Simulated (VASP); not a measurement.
Here is a VASP 6.6.1 calculation.

Contents of INCAR:

```
SYSTEM = MgS
PREC = Accurate ; ENCUT = 520
EDIFF = 1E-6 ; ISMEAR = -1
SIGMA = 0.1 ; LREAL = .FALSE.
LASPH = .TRUE. ; NELM = 60
ALGO = Normal ; ISIF = 2
LWAVE = .FALSE. ; LCHARG = .FALSE.
GGA = PS ; NBANDS = 11
```

Contents of KPOINTS:

```
Automatic mesh
0
G
  12 12 12
  0 0 0
```

The input POSCAR:

```
MgS
1.0
    0.0000000000      2.5909610342      2.5909610342
    2.5909610342      0.0000000000      2.5909610342
    2.5909610342      2.5909610342      0.0000000000
Mg S
1 1
Direct
    0.0000000000      0.0000000000      0.0000000000
    0.5000000000      0.5000000000      0.5000000000
```

Potentials or basis: VASP PAW PBE potentials, release 64 (Mg, S).

Launch:

```sh
$ cat potpaw_PBE.64/Mg/POTCAR potpaw_PBE.64/S/POTCAR > POTCAR
$ mpirun -np 1 vasp_std > vasp.out
```

Task: What does it give for the band gap on the k mesh?

Result: 2.73 eV (least direct gap 3.69 eV).

Task: Estimate the pressure.

Result: -0.2 GPa.

Caveat: the PAW data sets were made with another functional, which shifts forces and pressure a little. A k mesh can miss the band edges.
